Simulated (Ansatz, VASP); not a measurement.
# Ga: VASP beside Ansatz

```
CELL_PARAMETERS angstrom
-1.28643 1.28643 2.65505
1.28643 -1.28643 2.65505
1.28643 1.28643 -2.65505
ATOMIC_POSITIONS crystal
Ga 0.00000 0.00000 0.00000
```

Alike in both runs: task single point; functional r2SCAN; k mesh 26 × 26 × 26; occupations gaussian, width 0.15 eV; no spin polarisation.

```csv
,VASP,Ansatz
version,VASP 6.6.1,Ansatz 0.2.0
potentials or method,"VASP PAW PBE potentials, release 64 (Ga_d), cutoff 520 eV","scalar-relativistic, plane waves, PAW"
valence electrons in the cell,13,13
```

Ansatz gave:

- gap on the k mesh at the Fermi level (eV): none
- pressure (GPa): 5.1
- traceless stress, the component that is largest in VASP (GPa): -6.95

Question: Which values does VASP return?

Answer: gap on the k mesh at the Fermi level (eV): none; pressure (GPa): 5.1; traceless stress, the component that is largest in VASP (GPa): -7.06.

VASP's potentials were made for PBE, not for r2SCAN. A gap of «none» marks a metal or a gap that the smearing closes.
